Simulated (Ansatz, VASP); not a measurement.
## Two plane-wave programs on PbO

File INCAR:

```
PREC = Accurate
ENCUT = 520
EDIFF = 1E-7
ISMEAR = 0
SIGMA = 0.05
LREAL = False
LASPH = True
NELM = 80
ALGO = Normal
ISIF = 2
LWAVE = False
LCHARG = False
GGA = PE
NBANDS = 28
```

The input KPOINTS:

```
regular mesh
0
Gamma
  8 8 6
```

The input POSCAR:

```
PbO
1.0
    4.0925140779      0.0333772777      0.0006170725
    0.0333772777      4.0897459506     -0.0259275363
    0.0008513567     -0.0357714537      5.6154613341
Pb O
2 2
Direct
    0.5097908820      0.0169530023      0.2119926876
   -0.0170428836      0.5035983396      0.7838295382
   -0.0161766502      0.0161876857     -0.0143124164
    0.5234286519      0.4632609724      0.0184901907
```

Input for Ansatz:

```yaml
crystal:
  lattice:
    - [4.0925140779, 0.0333772777, 0.0006170725]
    - [0.0333772777, 4.0897459506, -0.0259275363]
    - [0.0008513567, -0.0357714537, 5.6154613341]
  atoms:
    - { symbol: Pb, position: [0.509790882, 0.0169530023, 0.2119926876] }
    - { symbol: Pb, position: [-0.0170428836, 0.5035983396, 0.7838295382] }
    - { symbol: O, position: [-0.0161766502, 0.0161876857, -0.0143124164] }
    - { symbol: O, position: [0.5234286519, 0.4632609724, 0.0184901907] }
basis:
  ecutwfc: 420
  ecutrho_ratio: 4
kpoints:
  mp_grid: { grid: [8, 8, 6] }
hamiltonian:
  xc: pbe
scf:
  occupations: { method: gaussian, width: 0.05 }
output:
  forces: true
  stress: true
  eigenvalues: true
```

Change from the starting cell: all atoms moved at random (sigma 0.06 Å), cell strained at random (1 %).

Alike in both runs: task single point; functional PBE; k mesh 8 × 8 × 6; occupations gaussian, width 0.05 eV; no spin polarisation.

|  | VASP | Ansatz |
| --- | --- | --- |
| version | VASP 6.6.1 | Ansatz 0.2.0 |
| potentials or method | VASP PAW PBE potentials, release 64 (Pb_d, O), cutoff 520 eV | scalar-relativistic, plane waves, PAW |
| valence electrons in the cell | 40 | 40 |

|  | VASP | Ansatz | Ansatz less VASP |
| --- | --- | --- | --- |
| gap on the k mesh at the Fermi level (eV) | 1.76 | 1.76 | -0.003 |
| least direct gap on the mesh (eV) | 1.91 | 1.92 | +0.011 |
| pressure (GPa) | 0.2 | 0.2 | -0.05 |
| traceless stress, the component that is largest in VASP (GPa) | 2.50 | 2.44 | -0.057 |
| rms of the force components (eV/Å) | 0.746 | 0.735 | -0.0105 |

Atom by atom the forces differ by 0.019 eV/Å (rms over components).

Neither program's run includes spin-orbit coupling.
